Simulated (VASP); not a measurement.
# TePb (Fm-3m) in VASP: notebook, part 2 of 2

VASP 6.6.1. Earlier steps stand in the parts before.

## Step 4: Relaxation of cell and atoms, LDA

The input, INCAR:

```
  PREC = Accurate
  ENCUT = 500
  EDIFF = 1E-7
  ISMEAR = 0
  SIGMA = 0.02
  LREAL = False
  LASPH = True
  NELM = 120
  ALGO = Normal
  ISIF = 3
  LWAVE = False
  LCHARG = False
  GGA = CA
  IBRION = 2
  NSW = 100
  EDIFFG = -0.002
  GGA_COMPAT = False
  NELMIN = 4
```

The input, KPOINTS:

```
regular mesh
0
Gamma
  10 10 10
```

The input, POSCAR:

```
TePb
1.0
    0.0000000000      3.1904241537      3.1904241537
    3.1904241537      0.0000000000      3.1904241537
    3.1904241537      3.1904241537      0.0000000000
Pb Te
1 1
Direct
    0.0000000000      0.0000000000      0.0000000000
    0.5000000000      0.5000000000      0.5000000000
```

Potentials or basis: VASP PAW LDA potentials, release 64 (Pb_d, Te).

Command:

```bash
$ cat potpaw_LDA.64/Pb_d/POTCAR potpaw_LDA.64/Te/POTCAR > POTCAR
$ mpirun -np 1 vasp_std > vasp.out
```

OUTCAR:

```text
PREC = Accurate
   ENCUT = 500
   EDIFF = 1E-7
   ISMEAR = 0
   LREAL = False
   LASPH = True
   NELM = 120
   ISIF = 3
   GGA = CA
   IBRION = 2
   NSW = 100
   EDIFFG = -0.002
   NELMIN = 4

 ion  position               nearest neighbor table
   1  0.000  0.000  0.000-   2 3.19   2 3.19   2 3.19   2 3.19   2 3.19   2 3.19
   2  0.500  0.500  0.500-   1 3.19   1 3.19   1 3.19   1 3.19   1 3.19   1 3.19

  LATTYP: Found a face centered cubic cell.
 ALAT       =     6.3808483074

  Lattice vectors:

 A1 = (   0.0000000000,   3.1904241537,   3.1904241537)
 A2 = (   3.1904241537,   0.0000000000,   3.1904241537)
 A3 = (   3.1904241537,   3.1904241537,   0.0000000000)

Analysis of symmetry for initial positions (statically):
=====================================================================
 Subroutine PRICEL returns:
 Original cell was already a primitive cell.

 Routine SETGRP: Setting up the symmetry group for a
 face centered cubic supercell.

 Subroutine GETGRP returns: Found 48 space group operations
 (whereof 48 operations were pure point group operations)
 out of a pool of 48 trial point group operations.

The static configuration has the point symmetry O_h .

Analysis of symmetry for dynamics (positions and initial velocities):
=====================================================================
 Subroutine PRICEL returns:
 Original cell was already a primitive cell.

 Routine SETGRP: Setting up the symmetry group for a
 face centered cubic supercell.

 Subroutine GETGRP returns: Found 48 space group operations
 (whereof 48 operations were pure point group operations)
 out of a pool of 48 trial point group operations.

The dynamic configuration has the point symmetry O_h .

 Subroutine INISYM returns: Found 48 space group operations
 (whereof 48 operations are pure point group operations),
 and found     1 'primitive' translations
[... 128 lines left out ...]
 Gauss-broadening in eV      SIGMA  =   0.02
  energy-cutoff  :      500.00
  volume of cell :       64.95
 maximum number of plane-waves:      1676
 NGX is ok and might be reduce to    36
   NGX = 17   NGY = 17   NGZ = 17

--------------------------------------- Ionic step        1  -------------------------------------------

 number of electron      19.9999999 magnetization

 Free energy of the ion-electron system (eV)
  ---------------------------------------------------
  ext. energy  EPLUGINS =         0.00000000
  ---------------------------------------------------
  free energy    TOTEN  =        -8.77506831 eV

  energy without entropy =       -8.77506831  energy(sigma->0) =       -8.77506831

------------------------ aborting loop because EDIFF is reached ----------------------------------------

  FORCE on cell =-STRESS in cart. coord.  units (eV):
  Direction    XX          YY          ZZ          XY          YZ          ZX
  --------------------------------------------------------------------------------------
  -------------------------------------------------------------------------------------
  Total        0.0232601      0.0232601      0.0232601     -0.0000000     -0.0000000      0.0000000
  in kB        0.5737814      0.5737814      0.5737814     -0.0000000     -0.0000000      0.0000000
  external PRESSURE =       0.5737814 kB  Pullay stress =       0.0000000 kB
[... 95 lines left out ...]
--------------------------------------- Ionic step        4  -------------------------------------------

 number of electron      19.9999999 magnetization

 Free energy of the ion-electron system (eV)
  ---------------------------------------------------
  ext. energy  EPLUGINS =         0.00000000
  ---------------------------------------------------
  free energy    TOTEN  =        -8.77508638 eV

  energy without entropy =       -8.77508638  energy(sigma->0) =       -8.77508638

 E-fermi :   6.0064     XC(G=0):  -9.7362

 val. band max:        5.9104146368   @ k =   0.5000   0.0000   0.0000
 cond. band min:       6.4677947501   @ k =   0.5000   0.0000   0.0000
 fundamental gap:      0.5573801133
 Fermi energy:         6.0063709743

 k-point     1 :       0.0000    0.0000    0.0000
  band No.  band energies     occupation
      1     -10.8333      2.00000
      2     -10.8333      2.00000
      3     -10.8165      2.00000
      4     -10.8165      2.00000
      5     -10.8165      2.00000
      6      -6.4644      2.00000
      7       0.3232      2.00000
      8       4.4151      2.00000
      9       4.4151      2.00000
     10       4.4151      2.00000
     11       9.9312      0.00000
     12       9.9312      0.00000
     13       9.9312      0.00000
     14      11.5993      0.00000
[... 377 lines left out ...]
      1     -10.8878      2.00000
      2     -10.8253      2.00000
      3     -10.8243      2.00000
      4     -10.7934      2.00000
      5     -10.7922      2.00000
      6      -5.1192      2.00000
      7      -1.5975      2.00000
      8       2.5559      2.00000
      9       3.2280      2.00000
     10       3.3070      2.00000
     11       9.4538      0.00000
     12      10.3440      0.00000
     13      10.5209      0.00000
     14      10.7600      0.00000

 [... further k-points ...]
[... 5 lines left out ...]
  --------------------------------------------------------------------------------------
  -------------------------------------------------------------------------------------
  Total        0.0006258      0.0006258      0.0006258     -0.0000000      0.0000000     -0.0000000
  in kB        0.0154188      0.0154188      0.0154188     -0.0000000      0.0000000     -0.0000000
  external PRESSURE =       0.0154188 kB  Pullay stress =       0.0000000 kB
[... 17 lines left out ...]
  FREE ENERGIE OF THE ION-ELECTRON SYSTEM (eV)
  ---------------------------------------------------
  free  energy   TOTEN  =        -8.7750863795 eV

  energy  without entropy=       -8.7750863795  energy(sigma->0) =       -8.77508638

 reached required accuracy - stopping structural energy minimisation
```

CONTCAR:

```text
TePb
   1.00000000000000
    -0.0000000000000000    3.1916834686124642    3.1916834686124642
     3.1916834686124642   -0.0000000000000000    3.1916834686124642
     3.1916834686124642    3.1916834686124642    0.0000000000000000
  Pb              Te
     1     1
Direct
     0.0000000000000000    0.0000000000000000    0.0000000000000000
     0.5000000000000000    0.5000000000000000    0.5000000000000000

  0.00000000E+00  0.00000000E+00  0.00000000E+00
  0.00000000E+00  0.00000000E+00  0.00000000E+00
```

It took 1.8 min on 1 thread of Intel Xeon Platinum 8259CL at 2.50GHz (Skylake/Cascade Lake), shared host; peak memory 0.19 GiB.

What came out:

- Free energy: -8.7751 eV
- Relaxed volume: 32.51 Å³/atom
- Relaxed cell: a = 4.514 Å, b = 4.514 Å, c = 4.514 Å, α = 60.00°, β = 60.00°, γ = 60.00°
- Space group after relaxing (to 0.1 Å): Fm-3m (No. 225)
- Energy gained by relaxing: 0.0 meV/atom
- Ionic steps: 4
- Pressure after relaxing: 0.0 GPa
- Band gap on the k mesh: 0.56 eV

Final structure:
```
CELL_PARAMETERS angstrom
0.00000 3.19168 3.19168
3.19168 0.00000 3.19168
3.19168 3.19168 0.00000
ATOMIC_POSITIONS crystal
Pb 0.00000 0.00000 0.00000
Te 0.50000 0.50000 0.50000
```

Caveat: spin-orbit coupling is left out, which moves the levels of the heavy elements.

## Step 5: Summary

| task | cell | k mesh | gap on the mesh (eV) | pressure (GPa) | relaxed volume (Å³/atom) |
| --- | --- | --- | --- | --- | --- |
| single point | a = 4.511 Å, angles 60.0°, 2 atoms | 10 × 10 × 10 | 0.55 | 0.1 | - |
| relaxation of cell and atoms | relaxed from a = 4.626 Å, angles 60.0°, 2 atoms | 8 × 8 × 8 | 0.56 | 0.0 | 32.52 |
| relaxation of cell and atoms | relaxed from a = 4.512 Å, angles 60.0°, 2 atoms | 10 × 10 × 10 | 0.56 | 0.0 | 32.51 |

Alike in all rows: level LDA; potentials or basis VASP PAW LDA potentials, release 64 (Pb_d, Te); no spin polarisation; cutoff (eV) 500; smearing gaussian 0.02 eV.

Caveats: spin-orbit coupling is left out, which moves the levels of the heavy elements.

Total energies depend on the potentials used, so only differences within one code and one set of settings carry meaning.
